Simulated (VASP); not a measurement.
A run of VASP 6.6.1:

File INCAR:

```
PREC = Accurate
ENCUT = 520
EDIFF = 1E-7
ISMEAR = -1
SIGMA = 0.05
LREAL = F
LASPH = T
NELM = 150
ALGO = Normal
ISIF = 2
LWAVE = F
LCHARG = F
ISPIN = 2
MAGMOM = 1 1 1 1 0 0 0 0
LORBIT = 11
LMAXMIX = 4
GGA = B5
ALDAX = 1.0
AGGAX = 1.0
AGGAC = 1.0
ALDAC = 0.0
IVDW = 12
NBANDS = 42
VDW_S6 = 1.0
VDW_S8 = 2.6996
VDW_A1 = 0.4298
VDW_A2 = 4.2359
```

Contents of KPOINTS:

```
regular mesh
0
Gamma
  5 8 5
```

Contents of POSCAR:

```
SiNi
1.0
    5.0869606869      0.0000000000      0.0000000000
    0.0000000000      3.3518567591      0.0000000000
    0.0000000000      0.0000000000      5.5740142400
Ni Si
4 4
Direct
    0.9925603179      0.7500000000      0.8092633388
    0.5074396821      0.2500000000      0.3092633388
    0.4925603179      0.7500000000      0.6907366612
    0.0074396821      0.2500000000      0.1907366612
    0.6807485177      0.2500000000      0.9158679779
    0.8192514823      0.7500000000      0.4158679779
    0.1807485177      0.2500000000      0.5841320221
    0.3192514823      0.7500000000      0.0841320221
```

Potentials or basis: VASP PAW PBE potentials, release 64 (Ni, Si).

The run is started by

```bash
$ cat potpaw_PBE.64/Ni/POTCAR potpaw_PBE.64/Si/POTCAR > POTCAR
$ mpirun -np 1 vasp_std > vasp.out
```

Hardware: 1 thread of Intel Xeon 8259CL, on a shared host.

Task: Estimate the wall time of this run.

Result: It took 13 min on 1 thread of Intel Xeon 8259CL, on a shared host, peak memory 0.41 GiB. Counts: scf iterations 17, k points 45.
